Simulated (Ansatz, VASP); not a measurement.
One calculation of In, two programs

The input INCAR:

```
SYSTEM = In
ALGO = Fast
EDIFF = 1E-6
ENCUT = 520
GGA = PE
ISIF = 2
ISMEAR = -1
LASPH = .True.
LCHARG = .False.
LREAL = .False.
LWAVE = .False.
NBANDS = 12
NELM = 80
PREC = Accurate
SIGMA = 0.05
```

Contents of KPOINTS:

```
k-points
0
Gamma
  10 10 10
  0 0 0
```

The input POSCAR:

```
In
1.0
   -1.6254700000      1.6254700000      2.5231740000
    1.6254700000     -1.6254700000      2.5231740000
    1.6254700000      1.6254700000     -2.5231740000
In
1
Direct
    0.0000000000      0.0000000000      0.0000000000
```

input.yaml

```yaml
crystal:
  lattice:
    - [-1.62547, 1.62547, 2.523174]
    - [1.62547, -1.62547, 2.523174]
    - [1.62547, 1.62547, -2.523174]
  atoms:
    - { symbol: In, position: [0.0, 0.0, 0.0] }
hamiltonian:
  xc: pbe
  pseudopotentials: { kind: paw }
kpoints:
  mp_grid: { grid: [10, 10, 10] }
  band_path:
    path:
      - [[0.0, 0.0, 0.0], [0.5, -0.5, 0.0], [0.5, -0.5, 0.2075073669], [0.3537536835, -0.3537536835, 0.3537536835], [0.0, 0.0, 0.0], [0.5, 0.5, -0.5], [0.6462463165, 0.3537536835, -0.3537536835], [0.5, 0.0, 0.0], [0.75, -0.25, -0.25], [0.7924926331, 0.2075073669, -0.5], [0.5, 0.5, -0.5]]
      - [[0.5, -0.5, 0.0], [0.75, -0.25, -0.25]]
    npoints: 14
scf:
  occupations: { method: fermi_dirac, width: 0.05 }
  n_extra_bands: 6
output:
  forces: true
  stress: true
  eigenvalues: true
  fatbands: false
  write_density: true
  write_potential: true
  elf: true
  volumetric_format: npy
```

Alike in both runs: functional PBE; k mesh 10 × 10 × 10; occupations fermi-dirac, width 0.05 eV; no spin polarisation.

|  | VASP | Ansatz |
| --- | --- | --- |
| version | VASP 6.6.1 | Ansatz 0.2.0 |
| potentials or method | VASP PAW PBE potentials, release 64 (In_d) | Ansatz PAW |
| plane-wave cutoff (eV) | 520 | 420 |
| valence electrons in the cell | 13 | 13 |
| task | single point | band structure |

```tsv
	VASP	Ansatz	Ansatz less VASP
gap on the k mesh at the Fermi level (eV)	none	none	-
pressure (GPa)	1.1	1.2	+0.05
traceless stress, the component that is largest in VASP (GPa)	-1.61	-1.60	+0.008
```

A gap of «none» marks a metal or a gap that the smearing closes.
